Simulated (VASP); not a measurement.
Write the native input for VASP 6.6.1 that does the following.

| Quantity | Value |
| --- | --- |
| Task | single point |
| Functional | PBE |
| Potentials or basis | VASP PAW PBE potentials, release 64 (Ga_d) |
| Cutoff | 520 eV |
| k mesh | 14 × 14 × 14 |
| Occupations | fermi-dirac, width 0.0612256 eV |
| Spin | no spin polarisation |
| Dipole correction | no |
| Further INCAR settings | ALGO = Normal; EDIFF = 1e-06; NBANDS = 12 |

The structure of Ga lies in POSCAR:

```
Ga
1.0
    2.7559771611      0.0000000000      0.0000000000
    0.0000000000      2.7559771611      0.0000000000
    0.0000000000      0.0000000000      2.7559771611
Ga
1
Direct
    0.0000000000      0.0000000000      0.0000000000
```

These files were run (other wordings do the same):

INCAR

```
SYSTEM = Ga
PREC = Accurate
ENCUT = 520
EDIFF = 1E-6
ISMEAR = -1
SIGMA = 0.06122561905347299
LREAL = .False.
LASPH = .True.
NELM = 80
ALGO = Normal
ISIF = 2
LWAVE = .False.
LCHARG = .False.
GGA = PE
NBANDS = 12
```

KPOINTS

```
regular mesh
0
Gamma
  14 14 14
  0 0 0
```

Potentials or basis: VASP PAW PBE potentials, release 64 (Ga_d).

Run with:

```sh
$ cat potpaw_PBE.64/Ga_d/POTCAR > POTCAR
$ mpirun -np 1 vasp_std > vasp.out
```

Results of the run:

```
Pressure : -1.6 GPa
```

Wall time 8.8 s on 1 thread of Intel Xeon 6975P-C, on a shared host, peak memory 0.14 GiB.
